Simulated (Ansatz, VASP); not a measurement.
Two plane-wave programs on Ga5Mo

```
Ga Mo
1.0
     3.28000    0.00000    0.00000
     0.00000    3.28000    0.00000
     0.00000    0.00000    9.83000
Ga Mo
5 1
Direct
  0.50000 0.50000 0.16670
  0.00000 0.00000 0.33330
  0.50000 0.50000 0.83330
  0.00000 0.00000 0.66670
  0.50000 0.50000 0.50000
  0.00000 0.00000 0.00000
```

Alike in both runs: task relaxation of cell and atoms; functional PBE; k mesh 5 × 5 × 2; occupations gaussian, width 0.2 eV; no spin polarisation.

```csv
,VASP,Ansatz
version,VASP 6.6.1,Ansatz 0.2.0
potentials or method,"VASP PAW PBE potentials, release 64 (Ga_d, Mo_sv), cutoff 600 eV","scalar-relativistic, plane waves, PAW"
valence electrons in the cell,79,79
```

Ansatz gave:

- gap on the k mesh at the Fermi level, each at its own relaxed structure (eV): none
- relaxed volume (Å³/atom): 16.46
- relaxed cell length with the largest relative difference (Å): 3.511

Task: Which values does VASP return?

Result: gap on the k mesh at the Fermi level, each at its own relaxed structure (eV): none; relaxed volume (Å³/atom): 16.41; relaxed cell length with the largest relative difference (Å): 3.501.

A gap of «none» marks a metal or a gap that the smearing closes.

The k mesh is coarse, so the values compare programs but aren't converged.
